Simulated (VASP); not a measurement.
# V (P6_3/mmc) in VASP: notebook

Runs on V. Level: PBEsol. Tasks: single point.

Program: VASP 6.6.1. These are calculated values, not measurements. Logs are shortened: lines on timing, memory, paths and dates and some standing lists are left out, and cuts for length are marked.

### 1 The cell of the first run

The structure is hexagonal, space group P6_3/mmc (No. 194). Conventional cell: a = 2.098 Å, b = 2.098 Å, c = 3.842 Å, α = 90.00°, β = 90.00°, γ = 120.00°. V (site symmetry -6m2) has 12 V at 2.10 to 2.27 Å within 2.8 Å.

### 2 Single point, PBEsol (volume scaled by 0.55)

Input file INCAR:

```
PREC     = Accurate       # precision mode
ENCUT    = 520            # plane-wave cutoff, eV
EDIFF    = 1E-7           # SCF threshold, eV
ISMEAR   = -1             # smearing method
SIGMA    = 0.05           # smearing width, eV
LREAL    = F              # projectors in reciprocal space
LASPH    = T              # aspherical terms in the spheres
NELM     = 60             # most SCF steps
ALGO     = Normal         # electronic algorithm
ISIF     = 2              # what is computed and relaxed
LWAVE    = F              # write WAVECAR
LCHARG   = F              # write CHGCAR
GGA      = PS             # functional
NBANDS   = 20             # bands
```

Input file KPOINTS:

```
regular mesh
0
Gamma
  16 16 9
```

Input file POSCAR:

```
V
1.0
    2.0980223163      0.0000000000      0.0000000000
   -1.0490111581      1.8169406236      0.0000000000
    0.0000000000      0.0000000000      3.8420491598
V
2
Direct
    0.3333333333      0.6666666667      0.2500000000
    0.6666666667      0.3333333333      0.7500000000
```

Potentials or basis: VASP PAW PBE potentials, release 64 (V_sv).

Launch:

```console
cat potpaw_PBE.64/V_sv/POTCAR > POTCAR
mpirun -np 1 vasp_std > vasp.out
```

OUTCAR:

```text
PREC = Accurate
   ENCUT = 520
   EDIFF = 1E-7
   ISMEAR = -1
   LREAL = F
   LASPH = T
   NELM = 60
   ISIF = 2
   GGA = PS

 ion  position               nearest neighbor table
   1  0.333  0.667  0.250-   2 2.27   2 2.27   2 2.27   2 2.27   2 2.27   2 2.27
   2  0.667  0.333  0.750-   1 2.27   1 2.27   1 2.27   1 2.27   1 2.27   1 2.27

  LATTYP: Found a hexagonal cell.
 ALAT       =     2.0980223163
 C/A-ratio  =     1.8312718268

  Lattice vectors:

 A1 = (   2.0980223163,   0.0000000000,   0.0000000000)
 A2 = (  -1.0490111581,   1.8169406236,   0.0000000000)
 A3 = (   0.0000000000,   0.0000000000,   3.8420491598)

Analysis of symmetry for initial positions (statically):
=====================================================================
 Subroutine PRICEL returns:
 Original cell was already a primitive cell.

 Routine SETGRP: Setting up the symmetry group for a
 hexagonal supercell.

 Subroutine GETGRP returns: Found 24 space group operations
 (whereof 12 operations were pure point group operations)
 out of a pool of 24 trial point group operations.

The static configuration has the point symmetry D_3d.
 The point group associated with its full space group is D_6h.

Analysis of symmetry for dynamics (positions and initial velocities):
=====================================================================
 Subroutine PRICEL returns:
 Original cell was already a primitive cell.

 Routine SETGRP: Setting up the symmetry group for a
 hexagonal supercell.

 Subroutine GETGRP returns: Found 24 space group operations
 (whereof 12 operations were pure point group operations)
 out of a pool of 24 trial point group operations.

The dynamic configuration has the point symmetry D_3d.
 The point group associated with its full space group is D_6h.

 Subroutine INISYM returns: Found 24 space group operations
 (whereof 12 operations are pure point group operations),
 and found     1 'primitive' translations

----------------------------------------------------------------------------------------

                                     Primitive cell

  volume of cell :      14.6458

  direct lattice vectors                    reciprocal lattice vectors
     2.098022316  0.000000000  0.000000000     0.476639353  0.275187859  0.000000000
    -1.049011158  1.816940624  0.000000000     0.000000000  0.550375718  0.000000000
     0.000000000  0.000000000  3.842049160     0.000000000  0.000000000  0.260277773

  length of vectors
[... 72 lines left out ...]
 SYSTEM =  unknown system
   PREC   = accura    normal or accurate (medium, high low for compatibility)
   ISTART =      0    job   : 0-new  1-cont  2-samecut
   ICHARG =      2    charge: 1-file 2-atom 10-const
   ISPIN  =      1    spin polarized calculation?
   LNONCOLLINEAR =      F non collinear calculations
   LSORBIT =      F    spin-orbit coupling
   LASPH  =      T    aspherical Exc in radial PAW
   ENCUT  =  520.0 eV  38.22 Ry    6.18 a.u.   3.90  3.90  7.14*2*pi/ulx,y,z
   NELM   =     60;   NELMIN=  2; NELMDL= -5     # of ELM steps
   EDIFF  = 0.1E-06   stopping-criterion for ELM
   LREAL  =      F    real-space projection
   EDIFFG = 0.1E-05   stopping-criterion for IOM
   NSW    =      0    number of steps for IOM
   IBRION =     -1    ionic relax: 0-MD 1-quasi-New 2-CG
   NFREE  =      0    steps in history (QN), initial steepest desc. (CG)
   ISIF   =      2    stress and relaxation
   ISYM   =      2    0-nonsym 1-usesym 2-fastsym
   POTIM  = 0.5000    time-step for ionic-motion
   TEBEG  =    0.0;   TEEND  =   0.0 temperature during run
   PSTRESS=    0.0 pullay stress
   NELECT =      26.0000    total number of electrons
   NUPDOWN=      -1.0000    fix difference up-down
   EMIN   =  10.00;   EMAX   =-10.00  energy-range for DOS
   EFERMI =   0.00;   METHOD = LEGACY
   ISMEAR =    -1;   SIGMA  =   0.05  broadening in eV -4-tet -1-fermi 0-gaus
   EFERMI_NEDOS =   21; number of points for ismear=-14 and -15
   IALGO  =     38    algorithm
   IMIX   =      4    mixing-type and parameters
     AMIX     =   0.40;   BMIX     =  1.00
     AMIX_MAG =   1.60;   BMIX_MAG =  1.00
  volume/ion in A,a.u.               =       7.32        49.42
  Fermi-wavevector in a.u.,A,eV,Ry     =   1.982263  3.745935 53.462300  3.929368
  Thomas-Fermi vector in A             =   3.002165
   LORBIT       =      0    0 simple, 1 ext, 2 COOP (PROOUT), +10 PAW based schemes
   GGA     = PS    functional components
   LHFCALC =     F    Hartree Fock is set to
   AEXX    =    0.0000 exact exchange contribution
   IVDW    =     0    specifies the selected vdW correction
   LEPSILON=     F    determine dielectric tensor
   LRPA    =     F    only Hartree local field effects (RPA)
 non-spin polarized calculation
  energy-cutoff  :      520.00
  volume of cell :       14.65
 maximum number of plane-waves:       406
 NGX is ok and might be reduce to    16
   NGX =  7   NGY =  7   NGZ = 15

 number of electron      26.0000000 magnetization

 Free energy of the ion-electron system (eV)
  ---------------------------------------------------
  ext. energy  EPLUGINS =         0.00000000
  ---------------------------------------------------
  free energy    TOTEN  =       -10.95687895 eV

  energy without entropy =      -10.94299534  energy(sigma->0) =      -10.94993714

 E-fermi :  20.1366     XC(G=0): -16.7757

 val. band max:       20.1261439469   @ k =   0.2500   0.0000   0.3333
 cond. band min:      20.1489704166   @ k =   0.1875   0.1875   0.2222
 fundamental gap:      0.0228264697
 Fermi energy:        20.1366326118

 k-point     1 :       0.0000    0.0000    0.0000
  band No.  band energies     occupation
      1     -44.7909      2.00000
      2     -43.6383      2.00000
      3     -20.1176      2.00000
      4     -15.8621      2.00000
      5     -15.2128      2.00000
      6     -15.2128      2.00000
[... 541 lines left out ...]
     19      29.2984      0.00000
     20      37.0672      0.00000

 [... further k-points ...]
[... 5 lines left out ...]
  --------------------------------------------------------------------------------------
  -------------------------------------------------------------------------------------
  Total       30.1677942     30.1677942     29.6882895      0.0000000      0.0000000      0.0000000
  in kB     3300.2009411   3300.2009410   3247.7455930      0.0000001      0.0000000      0.0000000
  external PRESSURE =    3282.7158251 kB  Pullay stress =       0.0000000 kB

 VOLUME and BASIS-vectors are now :
 -----------------------------------------------------------------------------
  energy-cutoff  :      520.00
  volume of cell :       14.65
      direct lattice vectors                 reciprocal lattice vectors
     2.098022316  0.000000000  0.000000000     0.476639353  0.275187859  0.000000000
    -1.049011158  1.816940624  0.000000000     0.000000000  0.550375718  0.000000000
     0.000000000  0.000000000  3.842049160     0.000000000  0.000000000  0.260277773

 POSITION                                       TOTAL-FORCE (eV/Angst)
 -----------------------------------------------------------------------------------
     -0.00000      1.21129      0.96051        -0.000000      0.000000      0.000000
      1.04901      0.60565      2.88154         0.000000      0.000000      0.000000
 -----------------------------------------------------------------------------------
    total drift:                                0.000000     -0.000000      0.000000

  FREE ENERGIE OF THE ION-ELECTRON SYSTEM (eV)
  ---------------------------------------------------
  free  energy   TOTEN  =       -10.9568789521 eV

  energy  without entropy=      -10.9429953356  energy(sigma->0) =      -10.94993714
```

Run time: 20 s. Hardware: 1 thread of Intel Xeon Platinum 8488C (Sapphire Rapids), shared host; peak memory 0.14 GiB.

Results:

* Free energy: -10.9569 eV
* Pressure: 328.3 GPa
* Band gap on the k mesh: zero (band 13 reaches 22.53 eV, above the bottom of band 14 at 18.87 eV)

Stress tensor (GPa, compression positive):
```
330.02   0.00   0.00
  0.00 330.02   0.00
  0.00   0.00 324.77
```

Levels at points of the mesh, in eV from the Fermi level:
| k point | band 11 | band 12 | band 13 | band 14 | band 15 | band 16 |
| --- | --- | --- | --- | --- | --- | --- |
| (0.00, 0.00, 0.00) | -2.28 | -0.28 | -0.28 | 0.48 | 0.48 | 3.02 |
| (0.50, 0.00, 0.00) | -5.12 | -1.36 | 0.23 | 0.53 | 1.73 | 5.93 |

Caveat: the cell differs from its parent crystal (volume scaled by 0.55); the PAW data sets were made with another functional, which shifts forces and pressure a little.

### 3 Single point, PBEsol

This run uses another cell than the first one, of 8.65 Å³/atom, 1.182 times its volume.

Input file INCAR:

```
  PREC = Accurate
  ENCUT = 520
  EDIFF = 1E-6
  ISMEAR = -1
  SIGMA = 0.05
  LREAL = F
  LASPH = T
  NELM = 100
  ALGO = Normal
  ISIF = 2
  LWAVE = F
  LCHARG = F
  GGA = PS
  NBANDS = 20
```

KPOINTS is that of step 2.

Input file POSCAR:

```
V
1.0
    2.2180210885      0.0000000000      0.0000000000
   -1.1090105442      1.9208626087      0.0000000000
    0.0000000000      0.0000000000      4.0625848942
V
2
Direct
    0.3333333333      0.6666666667      0.2500000000
    0.6666666667      0.3333333333      0.7500000000
```

Potentials or basis: VASP PAW PBE potentials, release 64 (V_sv).

Launch:

```console
cat potpaw_PBE.64/V_sv/POTCAR > POTCAR
mpirun -np 1 vasp_std > vasp.out
```

Run time: 21 s. Hardware: 1 thread of Intel Xeon Platinum 8488C (Sapphire Rapids), shared host; peak memory 0.15 GiB.

It converged, with:

```
Free energy            : -15.0287 eV
Pressure               : 176.8 GPa
Band gap on the k mesh : zero (band 13 reaches 18.99 eV, above the bottom of band 14 at 15.74 eV)
```

Stress tensor (GPa, compression positive):
```
177.48   0.00   0.00
  0.00 177.48   0.00
  0.00   0.00 175.56
```

Levels at points of the mesh, in eV from the Fermi level:
| k point | band 11 | band 12 | band 13 | band 14 | band 15 | band 16 |
| --- | --- | --- | --- | --- | --- | --- |
| (0.00, 0.00, 0.00) | -1.67 | 0.04 | 0.04 | 0.64 | 0.64 | 1.50 |
| (0.50, 0.00, 0.00) | -4.40 | -1.03 | 0.48 | 0.52 | 0.99 | 5.04 |

Caveat: the PAW data sets were made with another functional, which shifts forces and pressure a little.

### 4 Single point, PBEsol

This run uses another cell than the first one, of 9.99 Å³/atom, 1.364 times its volume.

Input file INCAR:

```
PREC     = Accurate       # precision mode
ENCUT    = 520            # plane-wave cutoff, eV
EDIFF    = 1E-7           # SCF threshold, eV
ISMEAR   = -1             # smearing method
SIGMA    = 0.05           # smearing width, eV
LREAL    = F              # projectors in reciprocal space
LASPH    = T              # aspherical terms in the spheres
NELM     = 60             # most SCF steps
ALGO     = Normal         # electronic algorithm
ISIF     = 2              # what is computed and relaxed
LWAVE    = F              # write WAVECAR
LCHARG   = T              # write CHGCAR
GGA      = PS             # functional
LELF     = T              # ELF
LVHAR    = T            
NBANDS   = 20             # bands
```

KPOINTS is that of step 3.

Input file POSCAR:

```
V
1.0
    2.3316568439      0.0000000000      0.0000000000
   -1.1658284219      2.0192740597      0.0000000000
    0.0000000000      0.0000000000      4.2418218912
V
2
Direct
    0.3333333333      0.6666666667      0.2500000000
    0.6666666667      0.3333333333      0.7500000000
```

Potentials or basis: VASP PAW PBE potentials, release 64 (V_sv).

Launch:

```console
cat potpaw_PBE.64/V_sv/POTCAR > POTCAR
mpirun -np 1 vasp_std > vasp.out
```

OUTCAR:

```text
PREC = Accurate
   ENCUT = 520
   EDIFF = 1E-7
   ISMEAR = -1
   LREAL = F
   LASPH = T
   NELM = 60
   ISIF = 2
   GGA = PS

 ion  position               nearest neighbor table
   1  0.333  0.667  0.250-   2 2.51   2 2.51   2 2.51   2 2.51   2 2.51   2 2.51
   2  0.667  0.333  0.750-   1 2.51   1 2.51   1 2.51   1 2.51   1 2.51   1 2.51

  LATTYP: Found a hexagonal cell.
 ALAT       =     2.3316568439
 C/A-ratio  =     1.8192307767

  Lattice vectors:

 A1 = (   2.3316568439,   0.0000000000,   0.0000000000)
 A2 = (  -1.1658284219,   2.0192740597,   0.0000000000)
 A3 = (   0.0000000000,   0.0000000000,   4.2418218912)

Analysis of symmetry for initial positions (statically):
=====================================================================
 Subroutine PRICEL returns:
 Original cell was already a primitive cell.

 Routine SETGRP: Setting up the symmetry group for a
 hexagonal supercell.

 Subroutine GETGRP returns: Found 24 space group operations
 (whereof 12 operations were pure point group operations)
 out of a pool of 24 trial point group operations.

The static configuration has the point symmetry D_3d.
[... 153 lines left out ...]
 number of electron      25.9999994 magnetization

 Free energy of the ion-electron system (eV)
  ---------------------------------------------------
  ext. energy  EPLUGINS =         0.00000000
  ---------------------------------------------------
  free energy    TOTEN  =       -17.20512480 eV

  energy without entropy =      -17.18533734  energy(sigma->0) =      -17.19523107

 E-fermi :  14.2892     XC(G=0): -14.7751

 val. band max:       14.2834156026   @ k =   0.3750   0.1250   0.1111
 cond. band min:      14.2902035973   @ k =   0.3125   0.1250   0.3333
 fundamental gap:      0.0067879947
 Fermi energy:        14.2892030389

 k-point     1 :       0.0000    0.0000    0.0000
  band No.  band energies     occupation
      1     -49.4885      2.00000
      2     -49.0901      2.00000
      3     -24.1433      2.00000
      4     -22.3270      2.00000
      5     -22.0424      2.00000
      6     -22.0424      2.00000
[... 541 lines left out ...]
     19      20.4729      0.00000
     20      26.5158      0.00000

 [... further k-points ...]
[... 5 lines left out ...]
  --------------------------------------------------------------------------------------
  -------------------------------------------------------------------------------------
  Total       11.5165043     11.5165043     11.4280643      0.0000000      0.0000000      0.0000000
  in kB      923.8871498    923.8871497    916.7922378      0.0000000      0.0000000      0.0000000
  external PRESSURE =     921.5221791 kB  Pullay stress =       0.0000000 kB

 VOLUME and BASIS-vectors are now :
 -----------------------------------------------------------------------------
  energy-cutoff  :      520.00
  volume of cell :       19.97
      direct lattice vectors                 reciprocal lattice vectors
     2.331656844  0.000000000  0.000000000     0.428879577  0.247613739  0.000000000
    -1.165828422  2.019274060  0.000000000     0.000000000  0.495227478  0.000000000
     0.000000000  0.000000000  4.241821891     0.000000000  0.000000000  0.235747758

 POSITION                                       TOTAL-FORCE (eV/Angst)
 -----------------------------------------------------------------------------------
     -0.00000      1.34618      1.06046         0.000000     -0.000000      0.000000
      1.16583      0.67309      3.18137        -0.000000      0.000000      0.000000
 -----------------------------------------------------------------------------------
    total drift:                               -0.000000      0.000000     -0.000000

  FREE ENERGIE OF THE ION-ELECTRON SYSTEM (eV)
  ---------------------------------------------------
  free  energy   TOTEN  =       -17.2051248024 eV

  energy  without entropy=      -17.1853373430  energy(sigma->0) =      -17.19523107
```

OSZICAR:

```text
N       E                     dE             d eps       ncg     rms          rms(c)
DAV:   1     0.321071602756E+03    0.32107E+03   -0.16197E+04  6000   0.162E+03
DAV:   2    -0.973553703792E+01   -0.33081E+03   -0.32375E+03  6276   0.508E+02
DAV:   3    -0.188828453513E+02   -0.91473E+01   -0.90236E+01  6196   0.101E+02
DAV:   4    -0.189587581666E+02   -0.75913E-01   -0.75856E-01  6128   0.967E+00
DAV:   5    -0.189598082305E+02   -0.10501E-02   -0.10501E-02  6236   0.107E+00    0.420E+01
DAV:   6    -0.173158676876E+02    0.16439E+01   -0.49070E+00  6068   0.256E+01    0.128E+01
DAV:   7    -0.172184403454E+02    0.97427E-01   -0.33353E-01  6192   0.576E+00    0.293E+00
DAV:   8    -0.172057151076E+02    0.12725E-01   -0.40992E-02  6052   0.269E+00    0.152E-01
DAV:   9    -0.172051071474E+02    0.60796E-03   -0.23317E-03  6100   0.631E-01    0.510E-02
DAV:  10    -0.172051289406E+02   -0.21793E-04   -0.49506E-05  6420   0.916E-02    0.247E-02
DAV:  11    -0.172051266070E+02    0.23335E-05   -0.22159E-05  6104   0.541E-02    0.138E-02
DAV:  12    -0.172051247357E+02    0.18713E-05   -0.20995E-06  6076   0.181E-02    0.105E-03
DAV:  13    -0.172051248024E+02   -0.66680E-07   -0.79473E-08  3124   0.356E-03
   1 F= -.17205125E+02 E0= -.17195231E+02  d E =-.197875E-01
```

It took 35 s on 1 thread of Intel Xeon Platinum 8488C (Sapphire Rapids), shared host; peak memory 0.16 GiB.

Results:

```
Free energy            : -17.2051 eV
Pressure               : 92.2 GPa
Band gap on the k mesh : zero (band 13 reaches 16.25 eV, above the bottom of band 14 at 13.53 eV)
```

Caveat: the PAW data sets were made with another functional, which shifts forces and pressure a little.

### 5 Summary

| cell | gap on the mesh (eV) | pressure (GPa) |
| --- | --- | --- |
| a = 2.098, b = 2.098, c = 3.842 Å, angles 90.0, 90.0, 120.0°, 2 atoms | none | 328.3 |
| a = 2.218, b = 2.218, c = 4.063 Å, angles 90.0, 90.0, 120.0°, 2 atoms | none | 176.8 |
| a = 2.332, b = 2.332, c = 4.242 Å, angles 90.0, 90.0, 120.0°, 2 atoms | none | 92.2 |

Alike in all rows: task single point; level PBEsol; potentials or basis VASP PAW PBE potentials, release 64 (V_sv); no spin polarisation; k mesh 16 × 16 × 9; cutoff (eV) 520; smearing fermi-dirac 0.05 eV.

Caveats: the PAW data sets were made with another functional, which shifts forces and pressure a little.

Absolute energies hang on the potentials; compare differences alone.
